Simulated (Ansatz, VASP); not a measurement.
**W in VASP and in Ansatz**

```
CELL_PARAMETERS angstrom
5.47220 0.00000 0.00000
-1.82407 5.15924 0.00000
0.00000 0.00000 23.71143
ATOMIC_POSITIONS crystal
W 0.25000 0.25000 0.33739
W 0.25000 0.75000 0.33739
W 0.75000 0.25000 0.33739
W 0.75000 0.75000 0.33739
W 0.49784 0.50225 0.42951
W 0.50113 0.00111 0.42902
W 0.99887 0.49879 0.42900
W 0.00213 0.99792 0.42955
W 0.75031 0.74955 0.52060
W 0.75021 0.24936 0.52140
W 0.25003 0.74998 0.52666
W 0.25038 0.25011 0.52060
```

Alike in both runs: task single point; functional PBE; dispersion D3(BJ); k mesh 4 × 4 × 1; occupations gaussian, width 0.1 eV; no spin polarisation.

|  | VASP | Ansatz |
| --- | --- | --- |
| version | VASP 6.6.1 | Ansatz 0.2.0 |
| potentials or method | VASP PAW PBE potentials, release 64 (W_sv), cutoff 520 eV | scalar-relativistic, plane waves, PAW |
| valence electrons in the cell | 168 | 168 |

Ansatz gave:

- gap on the k mesh at the Fermi level (eV): none
- rms of the force components (eV/Å): 0.238

Q: Which values does VASP return?

A: gap on the k mesh at the Fermi level (eV): none; rms of the force components (eV/Å): 0.239.

Atom by atom the forces differ by 0.017 eV/Å (rms over components). A gap of «none» marks a metal or a gap that the smearing closes.

Neither program's run includes spin-orbit coupling.
